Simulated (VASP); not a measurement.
Input of a VASP 6.6.1 run:

Contents of INCAR:

```
SYSTEM = SiC
ALGO = Normal ; EDIFF = 1E-6
ENCUT = 600 ; GGA = PE
GGA_COMPAT = .FALSE. ; ISIF = 2
ISMEAR = 0 ; LASPH = .TRUE.
LCHARG = .TRUE. ; LELF = .TRUE.
LREAL = .FALSE. ; LVHAR = .TRUE.
LWAVE = .FALSE. ; NBANDS = 16
NELM = 120 ; PREC = Accurate
SIGMA = 0.05
```

Contents of KPOINTS:

```
k-points
0
G
  10 10 6
  0 0 0
```

The input POSCAR:

```
SiC
1.0
    0.0000000000     -2.1898640950     -2.1898640950
    0.0000000000      2.1898640950     -2.1898640950
    4.3797281900      0.0000000000      0.0000000000
Si C
2 2
Direct
    0.5144429109      0.5144429109      0.5000000000
   -0.0144429109     -0.0144429109      0.0000000000
    0.9486269489      0.5513730511      0.2500000000
    0.5513730511     -0.0513730511      0.7500000000
```

Potentials or basis: VASP PAW PBE potentials, release 64 (Si, C).

Launch:

```console
$ cat potpaw_PBE.64/Si/POTCAR potpaw_PBE.64/C/POTCAR > POTCAR
$ mpirun -np 1 vasp_std > vasp.out
```

**Question.** Predict the band gap on the k mesh.

**Answer.** 0.92 eV, indirect (least direct gap 1.70 eV).

**Question.** Predict the pressure.

**Answer.** 12.3 GPa.

Stress tensor (GPa, compression positive):
```
20.65  0.00  0.00
 0.00  3.22  0.00
 0.00  0.00 12.90
```

Caveat: the cell differs from its parent crystal (mode 7 (741.2 1/cm) frozen in, largest displacement +0.225 Å); forces of over 1 eV/Å act on the atoms, so gaps and moduli don't describe the material at rest. A k mesh can miss the band edges.
